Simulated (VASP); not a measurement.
Si, 2 atoms in the cell. The cell holds a slab with vacuum, 2 atoms: a = 3.999 Å, b = 3.999 Å, c = 28.000 Å, α = 90.00°, β = 90.00°, γ = 120.00°. 

- Program: VASP 6.6.1
- Task: single point
- Functional: PBE
- Potentials or basis: VASP PAW PBE potentials, release 64 (Si)
- Cutoff: 520 eV
- k mesh: 15 × 15 × 1
- Occupations: gaussian, width 0.1 eV
- Spin: no spin polarisation
- Dipole correction: yes
- Further INCAR settings: ALGO = Normal; EDIFF = 1e-07; NBANDS = 11

Potentials or basis: VASP PAW PBE potentials, release 64 (Si).

Launch:

```console
$ cat potpaw_PBE.64/Si/POTCAR > POTCAR
$ mpirun -np 1 vasp_std > vasp.out
```

Hardware: 1 thread of Intel(R) Xeon(R) Platinum 8559C (Emerald Rapids), on a shared host.

Q: Estimate the wall time of this run.

A: It took 110 s on 1 thread of Intel(R) Xeon(R) Platinum 8559C (Emerald Rapids) (shared host), peak memory 0.46 GiB. Counts: scf iterations 23, k points 27.
